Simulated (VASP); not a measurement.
A run of VASP 6.6.1:

The input INCAR:

```
  PREC = Accurate
  ENCUT = 500
  EDIFF = 1E-6
  ISMEAR = 0
  SIGMA = 0.02
  LREAL = F
  LASPH = T
  NELM = 120
  ALGO = Normal
  ISIF = 2
  LWAVE = F
  LCHARG = F
  GGA = PE
  NBANDS = 15
  GGA_COMPAT = F
```

KPOINTS

```
regular mesh
0
Gamma
  6 6 6
```

File POSCAR:

```
RbCl
1.0
    0.0000000000      3.2468979323      3.2468979323
    3.2468979323      0.0000000000      3.2468979323
    3.2468979323      3.2468979323      0.0000000000
Rb Cl
1 1
Direct
    0.0000000000      0.0000000000      0.0000000000
    0.5000000000      0.5000000000      0.5000000000
```

Potentials or basis: VASP PAW PBE potentials, release 64 (Rb_sv, Cl).

Command:

```bash
$ cat potpaw_PBE.64/Rb_sv/POTCAR potpaw_PBE.64/Cl/POTCAR > POTCAR
$ mpirun -np 1 vasp_std > vasp.out
```

Hardware: 1 thread of Intel Xeon 8259CL, on a shared host.

Question: How long does it take, and how much memory?

Answer: Wall time 32 s on 1 thread of Intel Xeon 8259CL, with other jobs on the host, peak memory 0.2 GiB. Counts: scf iterations 13, k points 16.
